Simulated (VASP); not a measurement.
Wanted: the native input for a VASP 6.6.1 run.

```yaml
Task: single point
Functional: PBE
Potentials_or_basis: VASP PAW PBE potentials, release 64 (Mg, Zn, C)
Cutoff: 520 eV
k_mesh: 5 × 5 × 5
Occupations: fermi-dirac, width 0.1 eV
Spin: no spin polarisation
Dipole_correction: no
Further_INCAR_settings: ALGO = Normal; EDIFF = 1e-06; NBANDS = 19
```

The structure of Mg3ZnC lies in POSCAR:

```
Mg3ZnC
1.0
    4.2986147439      0.0000000000      0.0000000000
    0.0000000000      4.2986147439      0.0000000000
    0.0000000000      0.0000000000      4.2986147439
Mg Zn C
3 1 1
Direct
    0.0000000000      0.5000000000      0.5000000000
    0.5000000000      0.5000000000      0.0000000000
    0.5000000000      0.0000000000      0.5000000000
    0.0000000000      0.0000000000      0.0000000000
    0.5000000000      0.5000000000      0.5000000000
```

The input as run:

INCAR

```
SYSTEM = Mg3ZnC
PREC     = Accurate       ! precision mode
ENCUT    = 520            ! plane-wave cutoff, eV
EDIFF    = 1E-6           ! SCF threshold, eV
ISMEAR   = -1             ! smearing method
SIGMA    = 0.1            ! smearing width, eV
LREAL    = .FALSE.        ! projectors in reciprocal space
LASPH    = .TRUE.         ! aspherical terms in the spheres
NELM     = 80             ! most SCF steps
ALGO     = Normal         ! electronic algorithm
ISIF     = 2              ! what is computed and relaxed
LWAVE    = .FALSE.        ! write WAVECAR
LCHARG   = .TRUE.         ! write CHGCAR
GGA      = PE             ! functional
LELF     = .TRUE.         ! ELF
LVHAR    = .TRUE.       
NBANDS   = 19             ! bands
```

KPOINTS

```
regular mesh
0
G
  5 5 5
  0 0 0
```

Potentials or basis: VASP PAW PBE potentials, release 64 (Mg, Zn, C).

Launch:

```console
$ cat potpaw_PBE.64/Mg/POTCAR potpaw_PBE.64/Zn/POTCAR potpaw_PBE.64/C/POTCAR > POTCAR
$ mpirun -np 1 vasp_std > vasp.out
```

Results of the run:

| Quantity | Value |
| --- | --- |
| Pressure | 4.9 GPa |
| Band gap on the k mesh | zero (band 11 reaches 5.24 eV, above the bottom of band 12 at 2.02 eV) |

It took 9.1 s on 1 thread of Intel(R) Xeon(R) 6975P-C (Granite Rapids), on a shared host, peak memory 0.17 GiB.
